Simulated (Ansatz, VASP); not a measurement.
# LiBr in VASP and in Ansatz

Contents of INCAR:

```
SYSTEM = LiBr
PREC = Accurate
ENCUT = 650
EDIFF = 1E-8
ISMEAR = -1
SIGMA = 0.08
LREAL = .False.
LASPH = .True.
NELM = 120
ALGO = Normal
ISIF = 2
LWAVE = .False.
LCHARG = .False.
GGA = PE
LEFG = .True.
NBANDS = 12
GGA_COMPAT = .False.
```

KPOINTS

```
Automatic mesh
0
Gamma
  12 12 12
  0 0 0
```

File POSCAR:

```
LiBr
1.0
    0.0000000000      2.7547921725      2.7547921725
    2.7547921725      0.0000000000      2.7547921725
    2.7547921725      2.7547921725      0.0000000000
Li Br
1 1
Direct
    0.0000000000      0.0000000000      0.0000000000
    0.4945549431      0.5054450569      0.5054450569
```

Input for Ansatz:

```yaml
crystal:
  lattice:
    - [0.0, 2.7547921725, 2.7547921725]
    - [2.7547921725, 0.0, 2.7547921725]
    - [2.7547921725, 2.7547921725, 0.0]
  atoms:
    - { symbol: Li, position: [0.0, 0.0, 0.0] }
    - { symbol: Br, position: [0.4945549431, 0.5054450569, 0.5054450569] }
kpoints:
  mp_grid: { grid: [12, 12, 12] }
scf:
  occupations: { method: fermi_dirac, width: 0.08 }
hamiltonian:
  xc: pbe
  pseudopotentials: { kind: paw }
output:
  forces: true
  stress: true
  eigenvalues: true
  efg: { contact_densities: true }
```

Alike in both runs: task electric field gradients; functional PBE; k mesh 12 × 12 × 12; occupations fermi-dirac, width 0.08 eV; no spin polarisation.

```csv
,VASP,Ansatz
version,VASP 6.6.1,Ansatz 0.2.0
potentials or method,"VASP PAW PBE potentials, release 64 (Li_sv, Br)","PAW with Ansatz's default frozen-core files, scalar-relativistic"
plane-wave cutoff (eV),650,420
valence electrons in the cell,10,10
```

|  | VASP | Ansatz | Ansatz less VASP |
| --- | --- | --- | --- |
| gap on the k mesh at the Fermi level (eV) | 4.92 | 4.91 | -0.008 |
| pressure (GPa) | -0.1 | 0.0 | +0.08 |
| rms of the force components (eV/Å) | 0.008 | 0.008 | 0.0000 |

Atom by atom the forces differ by 0.000 eV/Å (rms over components).
